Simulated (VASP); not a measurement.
# Ho2O: relaxation of cell and atoms with PBE

Crystal: Ho2O.

```xyz
6
Lattice="3.7157 0.0000 0.0000 0.0000 3.7157 0.0000 0.0000 0.0000 10.4962" Properties=species:S:1:pos:R:3 pbc="T T T"
Ho    1.8579    0.0000    1.1883
Ho    1.8579    0.0000    6.4365
Ho    0.0000    1.8579    4.0598
Ho    0.0000    1.8579    9.3079
O     0.0000    0.0000    5.2481
O     1.8579    1.8579    0.0000
```

The cell was generated, and may not be a known phase.

```
Program                : VASP 6.6.1
Task                   : relaxation of cell and atoms
Functional             : PBE
Potentials or basis    : VASP PAW PBE potentials, release 64 (Ho_3, O), 4f in core
Cutoff                 : 600 eV
k mesh                 : 8 × 8 × 4
Occupations            : gaussian, width 0.1 eV
Spin                   : no spin polarisation
Dipole correction      : no
Further INCAR settings : ALGO = Normal; EDIFF = 1e-07; IBRION = 2; EDIFFG = -0.01; NSW = 100; ISIF = 3
```

```yaml
Relaxed_volume: 24.18 Å³/atom
Relaxed_cell: a = 3.723 Å, b = 3.723 Å, c = 10.465 Å, α = 90.00°, β = 90.00°, γ = 90.00°
Space_group_after_relaxing_to_0.1_Å: P4_2/nmc (No. 137)
Energy_gained_by_relaxing: 1.2 meV/atom
Ionic_steps: 6
Pressure_after_relaxing: 0.0 GPa
Band_gap_on_the_k_mesh: zero (bands 24 and 25 overlap by 0.19 eV)
```

Step by step:
```csv
step,energy change (eV),largest force (eV/Å),pressure (GPa),volume (Å³)
1,0.0000,0.1999,0.61,144.92
2,-0.0032,0.0122,-0.71,146.85
3,-0.0049,0.0652,-0.24,146.12
4,-0.0064,0.0380,-0.13,145.66
5,-0.0070,0.0091,0.04,144.89
6,-0.0071,0.0017,0.01,145.06
```

Final structure:
```xyz
6
Lattice="3.7232 0.0000 0.0000 0.0000 3.7232 0.0000 0.0000 0.0000 10.4645" Properties=species:S:1:pos:R:3 pbc="T T T"
Ho    1.8616    0.0000    1.2005
Ho    1.8616    0.0000    6.4327
Ho    0.0000    1.8616    4.0318
Ho    0.0000    1.8616    9.2641
O     0.0000    0.0000    5.2323
O     1.8616    1.8616    0.0000
```

Levels at points of the mesh, in eV from the Fermi level:
| k point | band 20 | band 21 | band 22 | band 23 | band 24 | band 25 | band 26 | band 27 | band 28 |
| --- | --- | --- | --- | --- | --- | --- | --- | --- | --- |
| (0.00, 0.00, 0.00) | -5.38 | -3.96 | -2.26 | -2.11 | -0.77 | 0.76 | 1.27 | 1.37 | 2.70 |
| (0.50, 0.00, 0.00) | -5.49 | -1.52 | -1.52 | -0.79 | -0.79 | 0.50 | 0.50 | 1.75 | 1.75 |
| (0.50, 0.50, 0.00) | -4.53 | -0.57 | -0.57 | 0.00 | 0.00 | 0.27 | 0.27 | 0.32 | 0.32 |
| (0.00, 0.00, 0.50) | -5.38 | -3.42 | -3.42 | -1.08 | -1.08 | 0.71 | 0.71 | 2.51 | 2.51 |
| (0.50, 0.00, 0.50) | -5.49 | -1.56 | -1.56 | -0.66 | -0.66 | 0.36 | 0.36 | 1.70 | 1.70 |
| (0.50, 0.50, 0.50) | -4.53 | -0.57 | -0.57 | 0.12 | 0.12 | 0.12 | 0.12 | 0.32 | 0.32 |

Run time: 8.8 min on 1 thread of Intel(R) Xeon(R) 6975P-C (Granite Rapids), on a shared host, peak memory 0.39 GiB.

Caveat: spin-orbit coupling is left out, which moves the levels of the heavy elements; the 4f electrons are frozen in the core, so they carry no moment and show no levels; the run has no spin polarisation, though such a crystal can be magnetic. With open d or f shells a metallic result of PBE can be an artefact of self-interaction; +U or a hybrid may open a gap.
